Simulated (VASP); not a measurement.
# Ni2Ge (P6_3/mmc) in VASP: a series of runs, part 2 of 2

VASP 6.6.1. Earlier steps stand in the parts before.

## (3) Single point, r2SCAN

This run uses another cell than the first one, of 11.34 Å³/atom.

Contents of POSCAR:

```
Ni2Ge
1.0
    3.9606491759      0.0000000000      0.0000000000
   -1.9803245879      3.4300228018      0.0000000000
    0.0000000000      0.0000000000      5.0068553302
Ni Ge
4 2
Direct
    0.6666666667      0.3333333333      0.2500000000
    0.3333333333      0.6666666667      0.7500000000
    0.0000000000      0.0000000000      0.0000000000
    0.0000000000      0.0000000000      0.5000000000
    0.6666666667      0.3333333333      0.7500000000
    0.3333333333      0.6666666667      0.2500000000
```

Contents of INCAR.step1:

```
SYSTEM = Ni2Ge
  PREC = Accurate
  ENCUT = 520
  ISMEAR = 0
  SIGMA = 0.1
  LREAL = .False.
  LASPH = .True.
  NELM = 80
  NBANDS = 43
  GGA = PE
  ALGO = Normal
  EDIFF = 1E-4
  LWAVE = .True.
  LCHARG = .False.
```

Contents of INCAR.step2:

```
SYSTEM = Ni2Ge
  PREC = Accurate
  ENCUT = 520
  EDIFF = 1E-6
  ISMEAR = 0
  SIGMA = 0.1
  LREAL = .False.
  LASPH = .True.
  NELM = 80
  ALGO = Normal
  ISIF = 2
  LWAVE = .False.
  LCHARG = .False.
  METAGGA = R2SCAN
  LMIXTAU = .True.
  NBANDS = 43
  ISTART = 1
```

Contents of KPOINTS:

```
regular mesh
0
Gamma
  12 12 8
  0 0 0
```

Potentials or basis: VASP PAW PBE potentials, release 64 (Ni, Ge_d).

Started as:

```
cat potpaw_PBE.64/Ni/POTCAR potpaw_PBE.64/Ge_d/POTCAR > POTCAR
cp INCAR.step1 INCAR
mpirun -np 1 vasp_std > vasp.out
cp INCAR.step2 INCAR
mpirun -np 1 vasp_std > vasp.out
```

OUTCAR:

```text
SYSTEM = Ni2Ge
   PREC = Accurate
   ENCUT = 520
   EDIFF = 1E-6
   ISMEAR = 0
   LREAL = .False.
   LASPH = .True.
   NELM = 80
   ISIF = 2
   METAGGA = R2SCAN
   ISTART = 1

 ion  position               nearest neighbor table
   1  0.667  0.333  0.250-   6 2.29   6 2.29   6 2.29   5 2.50   5 2.50   3 2.61   4 2.61   3 2.61
                             4 2.61   3 2.61   4 2.61
   2  0.333  0.667  0.750-   5 2.29   5 2.29   5 2.29   6 2.50   6 2.50   3 2.61   4 2.61   4 2.61
                             3 2.61   4 2.61   3 2.61
   3  0.000  0.000  0.000-   4 2.50   4 2.50   1 2.61   5 2.61   6 2.61   2 2.61   2 2.61   6 2.61
                             1 2.61   5 2.61   1 2.61   5 2.61   2 2.61   6 2.61
   4  0.000  0.000  0.500-   3 2.50   3 2.50   1 2.61   5 2.61   6 2.61   2 2.61   2 2.61   6 2.61
                             1 2.61   5 2.61   1 2.61   5 2.61   2 2.61   6 2.61
   5  0.667  0.333  0.750-   2 2.29   2 2.29   2 2.29   1 2.50   1 2.50   3 2.61   4 2.61   3 2.61
                             4 2.61   3 2.61   4 2.61
   6  0.333  0.667  0.250-   1 2.29   1 2.29   1 2.29   2 2.50   2 2.50   3 2.61   4 2.61   4 2.61
                             3 2.61   4 2.61   3 2.61

  LATTYP: Found a hexagonal cell.
 ALAT       =     3.9606491759
 C/A-ratio  =     1.2641501703

  Lattice vectors:

 A1 = (   3.9606491759,   0.0000000000,   0.0000000000)
 A2 = (  -1.9803245879,   3.4300228018,   0.0000000000)
 A3 = (   0.0000000000,   0.0000000000,   5.0068553302)

Analysis of symmetry for initial positions (statically):
=====================================================================
 Subroutine PRICEL returns:
 Original cell was already a primitive cell.

 Routine SETGRP: Setting up the symmetry group for a
 hexagonal supercell.

 Subroutine GETGRP returns: Found 24 space group operations
 (whereof 12 operations were pure point group operations)
 out of a pool of 24 trial point group operations.

The static configuration has the point symmetry D_3d.
 The point group associated with its full space group is D_6h.

Analysis of symmetry for dynamics (positions and initial velocities):
=====================================================================
[... 145 lines left out ...]
   LHFCALC =     F    Hartree Fock is set to
   AEXX    =    0.0000 exact exchange contribution
   IVDW    =     0    specifies the selected vdW correction
   LEPSILON=     F    determine dielectric tensor
   LRPA    =     F    only Hartree local field effects (RPA)
 non-spin polarized calculation
 Gauss-broadening in eV      SIGMA  =   0.10
  energy-cutoff  :      520.00
  volume of cell :       68.02
 maximum number of plane-waves:      1860
 NGX is ok and might be reduce to    30
   NGX = 15   NGY = 15   NGZ = 19

 number of electron      68.0000040 magnetization

 Free energy of the ion-electron system (eV)
  ---------------------------------------------------
  ext. energy  EPLUGINS =         0.00000000
  ---------------------------------------------------
  free energy    TOTEN  =       -77.01860532 eV

  energy without entropy =      -77.00061914  energy(sigma->0) =      -77.00961223

 E-fermi :  10.3983     XC(G=0): -14.6687

 val. band max:       10.3970824630   @ k =   0.1667  -0.0000   0.0000
 cond. band min:      10.4007238878   @ k =   0.2500  -0.0000   0.3750
 fundamental gap:      0.0036414248
 Fermi energy:        10.3983247103

 k-point     1 :       0.0000    0.0000    0.0000
  band No.  band energies     occupation
      1     -15.2250      2.00000
      2     -15.2147      2.00000
      3     -15.1930      2.00000
      4     -15.1929      2.00000
      5     -15.1566      2.00000
      6     -15.1565      2.00000
[... 1093 lines left out ...]
     42      18.3278      0.00000
     43      19.5757      0.00000

 [... further k-points ...]

------------------------ aborting loop because EDIFF is reached ----------------------------------------

  FORCE on cell =-STRESS in cart. coord.  units (eV):
  Direction    XX          YY          ZZ          XY          YZ          ZX
  --------------------------------------------------------------------------------------
  -------------------------------------------------------------------------------------
  Total        1.4160692      1.4160692      1.3110149      0.0000000      0.0000000     -0.0000000
  in kB       33.3554373     33.3554373     30.8808888      0.0000000      0.0000000     -0.0000000
  external PRESSURE =      32.5305878 kB  Pullay stress =       0.0000000 kB

 VOLUME and BASIS-vectors are now :
 -----------------------------------------------------------------------------
  energy-cutoff  :      520.00
  volume of cell :       68.02
      direct lattice vectors                 reciprocal lattice vectors
     3.960649176  0.000000000  0.000000000     0.252483862  0.145771626  0.000000000
    -1.980324588  3.430022802  0.000000000     0.000000000  0.291543251  0.000000000
     0.000000000  0.000000000  5.006855330     0.000000000  0.000000000  0.199726162

 POSITION                                       TOTAL-FORCE (eV/Angst)
 -----------------------------------------------------------------------------------
      1.98032      1.14334      1.25171         0.000000     -0.000000      0.000000
     -0.00000      2.28668      3.75514        -0.000000      0.000000      0.000000
      0.00000      0.00000      0.00000         0.000000      0.000000      0.000000
      0.00000      0.00000      2.50343         0.000000      0.000000      0.000000
      1.98032      1.14334      3.75514        -0.000000      0.000000      0.000000
     -0.00000      2.28668      1.25171         0.000000     -0.000000      0.000000
 -----------------------------------------------------------------------------------
    total drift:                               -0.000000      0.000000      0.000000

  FREE ENERGIE OF THE ION-ELECTRON SYSTEM (eV)
  ---------------------------------------------------
  free  energy   TOTEN  =       -77.0186053153 eV

  energy  without entropy=      -77.0006191364  energy(sigma->0) =      -77.00961223
```

OUTCAR.step1:

```text
SYSTEM = Ni2Ge
   PREC = Accurate
   ENCUT = 520
   ISMEAR = 0
   LREAL = .False.
   LASPH = .True.
[... 1350 lines left out ...]
      0.00000      0.00000      2.50343        -0.000000     -0.000000      0.000000
      1.98032      1.14334      3.75514        -0.000000     -0.000000      0.000000
     -0.00000      2.28668      1.25171        -0.000000      0.000000     -0.000000
 -----------------------------------------------------------------------------------
    total drift:                               -0.000000      0.000000      0.000000

  FREE ENERGIE OF THE ION-ELECTRON SYSTEM (eV)
  ---------------------------------------------------
  free  energy   TOTEN  =       -32.4802526129 eV

  energy  without entropy=      -32.4611945864  energy(sigma->0) =      -32.47072360
```

OSZICAR.step1:

```text
N       E                     dE             d eps       ncg     rms          rms(c)
DAV:   1     0.594684307268E+03    0.59468E+03   -0.29386E+04  9500   0.389E+03
DAV:   2     0.662136451699E+02   -0.52847E+03   -0.50481E+03  8170   0.716E+02
DAV:   3    -0.309612604590E+02   -0.97175E+02   -0.93569E+02  8211   0.224E+02
DAV:   4    -0.360704787631E+02   -0.51092E+01   -0.50731E+01  9181   0.609E+01
DAV:   5    -0.361788368810E+02   -0.10836E+00   -0.10831E+00  9977   0.856E+00    0.200E+01
DAV:   6    -0.365937659262E+02   -0.41493E+00   -0.43086E+01 10277   0.791E+01    0.189E+01
DAV:   7    -0.328633011936E+02    0.37305E+01   -0.14031E+01  9072   0.730E+01    0.986E+00
DAV:   8    -0.328061421175E+02    0.57159E-01   -0.49327E+00  9464   0.448E+01    0.684E+00
DAV:   9    -0.325038808238E+02    0.30226E+00   -0.10972E+00 10282   0.230E+01    0.186E+00
DAV:  10    -0.324809349327E+02    0.22946E-01   -0.25570E-01  8960   0.560E+00    0.558E-01
DAV:  11    -0.324802073725E+02    0.72756E-03   -0.27202E-02  9051   0.197E+00    0.262E-01
DAV:  12    -0.324803774764E+02   -0.17010E-03   -0.30312E-03  8053   0.943E-01    0.143E-01
DAV:  13    -0.324802477602E+02    0.12972E-03   -0.74479E-04  8006   0.498E-01    0.317E-02
DAV:  14    -0.324802526129E+02   -0.48527E-05   -0.10944E-04  4537   0.113E-01
   1 F= -.32480253E+02 E0= -.32470724E+02  d E =-.190580E-01
```

Wall time 17 min (1 thread of Intel Xeon Platinum 8559C (Emerald Rapids), shared host); peak memory 0.34 GiB.

Results:

| Item | Value |
| --- | --- |
| Free energy | -77.0186 eV |
| Pressure | 3.3 GPa |
| Band gap on the k mesh | zero (bands 34 and 35 overlap by 3.15 eV) |

Levels at points of the mesh, in eV from the Fermi level:
| k point | band 31 | band 32 | band 33 | band 34 | band 35 | band 36 | band 37 | band 38 |
| --- | --- | --- | --- | --- | --- | --- | --- | --- |
| (0.00, 0.00, 0.00) | -0.63 | -0.63 | 0.11 | 2.54 | 2.83 | 2.83 | 3.03 | 3.03 |
| (0.50, 0.00, 0.00) | -1.24 | -1.23 | -1.06 | -0.68 | -0.57 | 0.82 | 1.84 | 3.31 |
| (0.00, 0.00, 0.50) | -1.19 | -1.19 | 1.71 | 1.71 | 3.40 | 3.40 | 3.40 | 3.40 |
| (0.50, 0.00, 0.50) | -1.25 | -1.25 | -0.89 | -0.89 | 0.93 | 0.93 | 2.78 | 2.78 |

Caveat: the cell stands under pressure; the PAW data sets were made with another functional, which shifts forces and pressure a little.

## (4) Single point, r2SCAN (biaxial strain in the a-b plane: +3.0 %)

Changes to POSCAR since step 3:

```diff
@@ -2,5 +2,5 @@
 1.0
-    3.9606491759      0.0000000000      0.0000000000
-   -1.9803245879      3.4300228018      0.0000000000
-    0.0000000000      0.0000000000      5.0068553302
+    4.0974847402      0.0000000000      0.0000000000
+   -2.0487423701      3.5485258767      0.0000000000
+    0.0000000000      0.0000000000      4.9467027837
 Ni Ge
```

Contents of INCAR.step1:

```
  ALGO = Normal
  EDIFF = 1E-4
  ENCUT = 520
  GGA = PE
  ISMEAR = 0
  LASPH = T
  LCHARG = F
  LREAL = F
  LWAVE = T
  NBANDS = 43
  NELM = 80
  PREC = Accurate
  SIGMA = 0.1
```

Contents of INCAR.step2:

```
  ALGO = Normal
  EDIFF = 1E-7
  ENCUT = 520
  ISIF = 2
  ISMEAR = 0
  ISTART = 1
  LASPH = T
  LCHARG = F
  LMIXTAU = T
  LREAL = F
  LWAVE = F
  METAGGA = R2SCAN
  NBANDS = 43
  NELM = 80
  PREC = Accurate
  SIGMA = 0.1
```

Contents of KPOINTS:

```
k-points
0
Gamma
  12 12 8
```

Started as:

```
cat potpaw_PBE.64/Ni/POTCAR potpaw_PBE.64/Ge_d/POTCAR > POTCAR
cp INCAR.step1 INCAR
mpirun -np 1 vasp_std > vasp.out
cp INCAR.step2 INCAR
mpirun -np 1 vasp_std > vasp.out
```

Wall time 30 min (1 thread of Intel Xeon 8259CL, shared host); peak memory 0.36 GiB.

The run converged. Its results:

```yaml
Free_energy: -76.8785 eV
Pressure: -7.6 GPa
Band_gap_on_the_k_mesh: zero (bands 34 and 35 overlap by 2.53 eV)
```

Stress tensor (GPa, compression positive):
```
-11.37   0.00   0.00
  0.00 -11.37   0.00
  0.00   0.00  -0.06
```

Levels at points of the mesh, in eV from the Fermi level:
```
           k point  band 32  band 33  band 34  band 35  band 36  band 37
(0.00, 0.00, 0.00)    -0.60     0.26     1.92     2.45     2.45     2.64
(0.50, 0.00, 0.00)    -1.01    -1.00    -0.62    -0.46     0.71     1.67
(0.00, 0.00, 0.50)    -1.11     1.34     1.34     3.08     3.08     3.08
(0.50, 0.00, 0.50)    -1.17    -0.80    -0.80     0.87     0.87     2.35
```

Caveat: the cell differs from its parent crystal (biaxial strain in the a-b plane: +3.0 %); the stress differs along the axes, from -11 to -0 GPa; the PAW data sets were made with another functional, which shifts forces and pressure a little.

## (5) The runs side by side

| cell | gap on the mesh (eV) | pressure (GPa) |
| --- | --- | --- |
| a = 3.936, b = 3.936, c = 4.958 Å, angles 90.0, 90.0, 120.0°, 6 atoms | none | 8.3 |
| a = 3.961, b = 3.961, c = 5.007 Å, angles 90.0, 90.0, 120.0°, 6 atoms | none | 3.3 |
| a = 4.097, b = 4.097, c = 4.947 Å, angles 90.0, 90.0, 120.0°, 6 atoms | none | -7.6 |

Alike in all rows: task single point; level r2SCAN; potentials or basis VASP PAW PBE potentials, release 64 (Ni, Ge_d); no spin polarisation; k mesh 12 × 12 × 8; cutoff (eV) 520; smearing gaussian 0.1 eV.

Caveats: the PAW data sets were made with another functional, which shifts forces and pressure a little; the cell stands under pressure (at least some runs); the stress differs along the axes, from -11 to -0 GPa (at least some runs).

Total energies depend on the potentials used, so only differences within one code and one set of settings carry meaning.
